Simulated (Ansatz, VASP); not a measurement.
## Two plane-wave programs on Co

```xyz
2
Lattice="0.0000 3.6470 3.6470 1.8235 0.0000 1.8235 1.8235 1.8235 0.0000" Properties=species:S:1:pos:R:3 pbc="T T T"
Co    0.0000    0.0000    0.0000
Co    0.0000    1.8235    1.8235
```

Change from the starting cell: moments +- scaled by 1.4, plain SCF.

Alike in both runs: task single point; functional HSE06; k mesh 3 × 6 × 6; occupations gaussian, width 0.1 eV; collinear spin.

|  | VASP | Ansatz |
| --- | --- | --- |
| version | VASP 6.6.1 | Ansatz 0.2.0 |
| potentials or method | VASP PAW PBE potentials, release 64 (Co), cutoff 520 eV | PAW, plane waves, scalar-relativistic |
| valence electrons in the cell | 18 | 34 |

```csv
,VASP,Ansatz,Ansatz less VASP
pressure (GPa),-3.3,-3.2,+0.16
"traceless stress, the component that is largest in VASP (GPa)",-11.78,-12.03,-0.249
net moment per atom (μB),0.00,0.05,+0.054
size of the moment on the site where the two differ most (μB),2.18,2.28,+0.103
```

Site moments also hang on the region over which each program counts them. With one functional, cell and mesh, what is left measures potentials, basis and numerics. VASP's potentials hold 18 valence electrons a cell and Ansatz's 34, so a difference there can come from the potentials and not from the codes. Ansatz's warnings: filled band counts differ across k points, stability check not made, stress exchange threshold loose, stress scf threshold loose.

The k mesh is coarse, so the values compare programs but aren't converged.
